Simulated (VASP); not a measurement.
Wanted: the native input for a VASP 6.6.1 run.

```
Task                   : single point
Functional             : PBE
Potentials or basis    : VASP PAW PBE potentials, release 64 (Sr_sv, O)
Cutoff                 : 600 eV
k mesh                 : 4 × 4 × 4
Occupations            : gaussian, width 0.1 eV
Spin                   : no spin polarisation
Hubbard terms          : O p U = 5.6 eV
Dipole correction      : no
Further INCAR settings : ALGO = Normal; EDIFF = 1e-06; NBANDS = 15
```

The structure of SrO lies in POSCAR:

```
SrO
1.0
    0.0000000000      2.5837846888      2.5837846888
    2.5837846888      0.0000000000      2.5837846888
    2.5837846888      2.5837846888      0.0000000000
Sr O
1 1
Direct
    0.5000000000      0.5000000000      0.5000000000
    0.0000000000      0.0000000000      0.0000000000
```

These files were run (other wordings do the same):

INCAR

```
PREC = Accurate ; ENCUT = 600
EDIFF = 1E-6 ; ISMEAR = 0
SIGMA = 0.1 ; LREAL = False
LASPH = True ; NELM = 200
ALGO = Normal ; ISIF = 2
LWAVE = False ; LCHARG = False
LDAU = True ; LDAUTYPE = 2
LDAUL = -1 1 ; LDAUU = 0 5.6
LDAUJ = 0 0 ; LDAUPRINT = 1
GGA = PE ; NBANDS = 15
GGA_COMPAT = False
```

KPOINTS

```
Automatic mesh
0
Gamma
  4 4 4
```

Potentials or basis: VASP PAW PBE potentials, release 64 (Sr_sv, O).

Command:

```sh
$ cat potpaw_PBE.64/Sr_sv/POTCAR potpaw_PBE.64/O/POTCAR > POTCAR
$ mpirun -np 1 vasp_std > vasp.out
```

Results of the run:

* Pressure: 1.0 GPa
* Band gap on the k mesh: 3.37 eV (least direct gap 3.46 eV)

Caveat: the k points lie up to 0.53 Å⁻¹ apart.

It took 6.9 s on 1 thread of AMD EPYC 7R43 64-Core Processor (Zen 3), on a shared host, peak memory 0.13 GiB.
